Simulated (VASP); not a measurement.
A run of VASP 6.6.1:

INCAR

```
ALGO = Fast
EDIFF = 1E-6
ENCUT = 520
GGA = CA
ISIF = 2
ISMEAR = 0
LASPH = True
LCHARG = True
LELF = True
LREAL = False
LVHAR = True
LWAVE = False
NBANDS = 8
NELM = 60
PREC = Accurate
SIGMA = 0.15
```

KPOINTS

```
k-points
0
Gamma
  22 22 22
```

POSCAR

```
Al
1.0
   -1.3483386694      1.3483386694      2.1112286885
    1.3483386694     -1.3483386694      2.1112286885
    1.3483386694      1.3483386694     -2.1112286885
Al
1
Direct
    0.0000000000      0.0000000000      0.0000000000
```

Potentials or basis: VASP PAW LDA potentials, release 64 (Al).

The run is started by

```sh
$ cat potpaw_LDA.64/Al/POTCAR > POTCAR
$ mpirun -np 1 vasp_std > vasp.out
```

Hardware: 1 thread of AMD EPYC 7571, on a shared host.

Q: Estimate the wall time of this run.

A: Run time: 4 min on 1 thread of AMD EPYC 7571 (shared host), peak memory 0.16 GiB. Counts: scf iterations 10, k points 834.
